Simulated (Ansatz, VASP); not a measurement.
# One calculation of Pb, two programs

POSCAR

```
Pb
1.0
    0.0000000000      2.4946408835      2.4946408835
    2.4946408835      0.0000000000      2.4946408835
    2.4946408835      2.4946408835      0.0000000000
Pb
1
Direct
    0.0000000000      0.0000000000      0.0000000000
```

Contents of INCAR.step1:

```
SYSTEM = Pb
ALGO = Normal
EDIFF = 1E-4
ENCUT = 520
GGA = PE
ISMEAR = -1
LASPH = .TRUE.
LCHARG = .FALSE.
LREAL = .FALSE.
LWAVE = .TRUE.
NBANDS = 13
NELM = 80
PREC = Accurate
SIGMA = 0.1
```

The input INCAR.step2:

```
SYSTEM = Pb
ALGO = Normal
EDIFF = 1E-6
ENCUT = 520
ISIF = 2
ISMEAR = -1
ISTART = 1
LASPH = .TRUE.
LCHARG = .TRUE.
LELF = .TRUE.
LMIXTAU = .TRUE.
LREAL = .FALSE.
LVHAR = .TRUE.
LWAVE = .FALSE.
METAGGA = R2SCAN
NBANDS = 13
NELM = 80
PREC = Accurate
SIGMA = 0.1
```

File KPOINTS:

```
k-points
0
G
  7 7 7
  0 0 0
```

Input for Ansatz:

```yaml
crystal:
  lattice:
    - [0.0, 2.4946408835, 2.4946408835]
    - [2.4946408835, 0.0, 2.4946408835]
    - [2.4946408835, 2.4946408835, 0.0]
  atoms:
    - { symbol: Pb, position: [0.0, 0.0, 0.0] }
hamiltonian:
  xc: r2scan
  pseudopotentials:
    kind: paw
    azcp:
      Pb: "pseudopotentials/Pb.paw.azcp"
basis:
  ecutwfc: 500
  fft_grid_basis: typed
kpoints:
  mp_grid: { grid: [7, 7, 7], shift: [0, 0, 0] }
magnetization:
  spin_polarized: false
scf:
  occupations: { method: fermi_dirac, width: 0.1 }
  lower_state_search: "off"
output:
  stress: true
```

Alike in both runs: task single point; functional r2SCAN; k mesh 7 × 7 × 7; occupations fermi-dirac, width 0.1 eV; no spin polarisation.

|  | VASP | Ansatz |
| --- | --- | --- |
| version | VASP 6.6.1 | Ansatz 0.2.0 |
| potentials or method | VASP PAW PBE potentials, release 64 (Pb_d), cutoff 520 eV | plane waves (500 eV) with PAW, scalar-relativistic |
| valence electrons in the cell | 14 | 14 |

```csv
,VASP,Ansatz,Ansatz less VASP
pressure (GPa),0.6,0.6,+0.02
```

VASP's potentials were made for PBE, not for r2SCAN. The functional is the same, so the differences come from potentials, cutoffs and numerics.

Spin-orbit coupling is off throughout.
